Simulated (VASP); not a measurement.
## Mg: relaxation of cell and atoms with PBE+D3(BJ)

Crystal: Mg.

```
Mg
1.0
     3.17683    0.00000    0.00000
    -1.58841    2.75121    0.00000
     0.00000    0.00000   10.31886
Mg
4
Direct
  0.66667 0.33333 0.75000
  0.00000 0.00000 0.50000
  0.33333 0.66667 0.25000
  0.00000 0.00000 0.00000
```

| Item | Value |
| --- | --- |
| Program | VASP 6.6.1 |
| Task | relaxation of cell and atoms |
| Functional | PBE |
| Dispersion | D3(BJ) |
| Potentials or basis | VASP PAW PBE potentials, release 64 (Mg) |
| Cutoff | 600 eV |
| k mesh | 10 × 10 × 3 |
| Occupations | fermi-dirac, width 0.05 eV |
| Spin | no spin polarisation |
| Dipole correction | no |
| Further INCAR settings | ALGO = Normal; EDIFF = 1e-06; IBRION = 2; EDIFFG = -0.01; NSW = 60; ISIF = 3 |

The relaxed volume is 21.77 Å³/atom. The relaxed cell is a = 3.124 Å, b = 3.124 Å, c = 10.302 Å, α = 90.00°, β = 90.00°, γ = 120.00° and the space group after relaxing (to 0.05 Å) is P6_3/mmc (No. 194). The energy gained by relaxing is 3.8 meV/atom. The ionic steps are 6. The pressure after relaxing is 0.0 GPa, the band gap on the k mesh is zero (band 4 reaches 3.50 eV, above the bottom of band 5 at 1.53 eV) and the dispersion energy per atom is -0.299 eV.

The path:
```csv
step,energy change (eV),largest force (eV/Å),pressure (GPa),volume (Å³)
1,0.0000,0.0000,-1.28,90.19
2,-0.0135,0.0000,-0.32,87.86
3,-0.0146,0.0000,0.06,87.02
4,-0.0146,0.0000,0.09,86.96
5,-0.0151,0.0000,0.07,87.02
6,-0.0152,0.0000,0.05,87.08
```

Final structure:
```xyz
4
Lattice="3.1241 0.0000 0.0000 -1.5621 2.7056 0.0000 0.0000 0.0000 10.3019" Properties=species:S:1:pos:R:3 pbc="T T T"
Mg    1.5621    0.9019    7.7264
Mg    0.0000    0.0000    5.1509
Mg    0.0000    1.8037    2.5755
Mg    0.0000    0.0000   10.3019
```

Levels at points of the mesh, in eV from the Fermi level:
| k point | band 1 | band 2 | band 3 | band 4 | band 5 | band 6 | band 7 | band 8 |
| --- | --- | --- | --- | --- | --- | --- | --- | --- |
| (0.00, 0.00, 0.00) | -7.28 | -5.87 | -5.87 | -1.98 | -1.50 | 4.83 | 4.84 | 11.33 |
| (0.50, 0.00, 0.00) | -2.30 | -2.26 | -1.24 | -1.19 | -0.61 | -0.56 | 2.68 | 2.82 |

Wall time 38 s on 1 thread of AMD EPYC 9R45 96-Core Processor (Zen 5) (shared host), peak memory 0.23 GiB.

Caveat: pairwise dispersion overbinds metals, which lowers pressure and volume.
